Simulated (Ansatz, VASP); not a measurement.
**In3As: VASP beside Ansatz**

```
In As
1.0
     4.73316    0.00000    0.00000
     0.00000    4.73316    0.00000
     0.00000    0.00000    4.73316
In As
3 1
Direct
  0.00000 0.50000 0.50000
  0.50000 0.00000 0.50000
  0.50000 0.50000 0.00000
  0.00000 0.00000 0.00000
```

Alike in both runs: task single point; functional r2SCAN; k mesh 4 × 4 × 4; occupations fermi-dirac, width 0.1 eV; no spin polarisation.

```csv
,VASP,Ansatz
version,VASP 6.6.1,Ansatz 0.2.0
potentials or method,"VASP PAW PBE potentials, release 64 (In_d, As), cutoff 520 eV","plane waves, PAW"
valence electrons in the cell,44,54
```

```csv
,VASP,Ansatz,Ansatz less VASP
pressure (GPa),-2.9,-2.9,-0.02
```

VASP's potentials were made for PBE, not for r2SCAN. VASP's potentials hold 44 valence electrons a cell and Ansatz's 54, so a difference there can come from the potentials and not from the codes.
